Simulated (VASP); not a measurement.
Set up this calculation in VASP 6.6.1, as the native input.

| Property | Result |
| --- | --- |
| Task | single point |
| Functional | PBE |
| Potentials or basis | VASP PAW PBE potentials, release 64 (Li_sv) |
| Cutoff | 520 eV |
| k mesh | 4 × 12 × 8 |
| Occupations | gaussian, width 0.1 eV |
| Spin | no spin polarisation |
| Dipole correction | no |
| Further INCAR settings | ALGO = Fast; EDIFF = 1e-06; NBANDS = 22 |

The structure of Li lies in POSCAR:

```
Li
1.0
    9.9841725115      0.0000000000      0.0000000000
    0.0000000000      3.0826998591      0.0000000000
    0.0000000000      0.0000000000      5.2551313533
Li
8
Direct
    0.2500503980      0.2500000000      0.5890429060
    0.2499496020      0.7500000000      0.0890429060
    0.7500503980      0.2500000000      0.9109570940
    0.7499496020      0.7500000000      0.4109570940
    0.0000076606      0.7500000000      0.7499369172
    0.4999923394      0.2500000000      0.2499369172
    0.5000076606      0.7500000000      0.7500630828
    0.9999923394      0.2500000000      0.2500630828
```

The cell was generated, and may not be a known phase.

One way to write it, as run:

INCAR

```
PREC = Accurate
ENCUT = 520
EDIFF = 1E-6
ISMEAR = 0
SIGMA = 0.1
LREAL = False
LASPH = True
NELM = 80
ALGO = Fast
ISIF = 2
LWAVE = False
LCHARG = True
GGA = PE
LELF = True
LVHAR = True
NBANDS = 22
```

KPOINTS

```
regular mesh
0
Gamma
  4 12 8
```

Potentials or basis: VASP PAW PBE potentials, release 64 (Li_sv).

Command:

```console
$ cat potpaw_PBE.64/Li_sv/POTCAR > POTCAR
$ mpirun -np 1 vasp_std > vasp.out
```

It gave:

```yaml
Band_gap_on_the_k_mesh: zero (bands 12 and 13 overlap by 2.96 eV)
```

It took 7 min on 1 thread of Intel(R) Xeon(R) Platinum 8375C CPU @ 2.90GHz (Ice Lake), on a shared host, peak memory 0.4 GiB.
